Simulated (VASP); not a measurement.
Input of a VASP 6.6.1 run:

Contents of INCAR:

```
  ALGO = Normal
  EDIFF = 1E-6
  EDIFFG = -0.04
  ENCUT = 600
  GGA = PE
  IBRION = 2
  ISIF = 3
  ISMEAR = 0
  LASPH = True
  LCHARG = False
  LREAL = False
  LWAVE = False
  NELM = 100
  NSW = 90
  PREC = Accurate
  SIGMA = 0.1
```

Contents of KPOINTS:

```
k-points
0
Gamma
  6 6 6
```

The input POSCAR:

```
Ru2S
1.0
    0.0000000000      2.8436454055      2.8436454055
    2.8436454055      0.0000000000      2.8436454055
    2.8436454055      2.8436454055      0.0000000000
Ru S
2 1
Direct
    0.2500000000      0.2500000000      0.2500000000
    0.7500000000      0.7500000000      0.7500000000
    0.0000000000      0.0000000000      0.0000000000
```

Potentials or basis: VASP PAW PBE potentials, release 64 (Ru_pv, S).

Command:

```console
$ cat potpaw_PBE.64/Ru_pv/POTCAR potpaw_PBE.64/S/POTCAR > POTCAR
$ mpirun -np 1 vasp_std > vasp.out
```

Problem. Estimate the relaxed cell.

Solution. a = 3.907 Å, b = 3.907 Å, c = 3.907 Å, α = 60.00°, β = 60.00°, γ = 60.00°.

Problem. Predict the band gap on the k mesh.

Solution. Zero (band 17 reaches 13.55 eV, above the bottom of band 18 at 10.48 eV).

Problem. Predict the space group after relaxing (to 0.05 Å).

Solution. Fm-3m (No. 225).

Final structure:
```
Ru S
1.0
     0.00000    2.76259    2.76259
     2.76259    0.00000    2.76259
     2.76259    2.76259    0.00000
Ru S
2 1
Direct
  0.25000 0.25000 0.25000
  0.75000 0.75000 0.75000
  0.00000 0.00000 0.00000
```
